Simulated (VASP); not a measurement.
A run of VASP 6.6.1 is set up as follows.

The input POSCAR:

```
ZrS
1.0
    0.0000000000      2.5340905666      2.5732775342
    2.5340905666      0.0000000000      2.5732775342
    2.5340905666      2.5340905666      0.0000000000
Zr S
1 1
Direct
    0.0000000000      0.0000000000      0.0000000000
    0.5000000000      0.5000000000      0.5000000000
```

File INCAR.step1:

```
PREC     = Accurate       # precision mode
ENCUT    = 520            # plane-wave cutoff, eV
ISMEAR   = 0              # smearing method
SIGMA    = 0.15           # smearing width, eV
LREAL    = F              # projectors in reciprocal space
LASPH    = T              # aspherical terms in the spheres
NELM     = 80             # most SCF steps
NBANDS   = 16             # bands
GGA      = PE             # functional
ALGO     = Normal         # electronic algorithm
EDIFF    = 1E-4           # SCF threshold, eV
LWAVE    = T              # write WAVECAR
LCHARG   = F              # write CHGCAR
```

File INCAR.step2:

```
PREC     = Accurate       # precision mode
ENCUT    = 520            # plane-wave cutoff, eV
EDIFF    = 1E-7           # SCF threshold, eV
ISMEAR   = 0              # smearing method
SIGMA    = 0.15           # smearing width, eV
LREAL    = F              # projectors in reciprocal space
LASPH    = T              # aspherical terms in the spheres
NELM     = 80             # most SCF steps
ALGO     = Normal         # electronic algorithm
ISIF     = 2              # what is computed and relaxed
LWAVE    = F              # write WAVECAR
LCHARG   = F              # write CHGCAR
METAGGA  = R2SCAN         # meta-GGA
LMIXTAU  = T            
NBANDS   = 16             # bands
ISTART   = 1
```

The input KPOINTS:

```
regular mesh
0
Gamma
  20 20 20
```

Potentials or basis: VASP PAW PBE potentials, release 64 (Zr_sv, S).

Launch:

```console
$ cat potpaw_PBE.64/Zr_sv/POTCAR potpaw_PBE.64/S/POTCAR > POTCAR
$ cp INCAR.step1 INCAR
$ mpirun -np 1 vasp_std > vasp.out
$ cp INCAR.step2 INCAR
$ mpirun -np 1 vasp_std > vasp.out
```

Q: Predict the pressure.

A: 12.6 GPa.

Q: Estimate the band gap on the k mesh.

A: Zero (bands 9 and 10 overlap by 3.28 eV).

Stress tensor (GPa, compression positive):
```
14.61  0.00  0.00
 0.00 14.61  0.00
 0.00  0.00  8.66
```

Caveat: the cell differs from its parent crystal (strain -0.030 along x and y, -0.015 along z); the cell stands under pressure; the PAW data sets were made with another functional, which shifts forces and pressure a little.
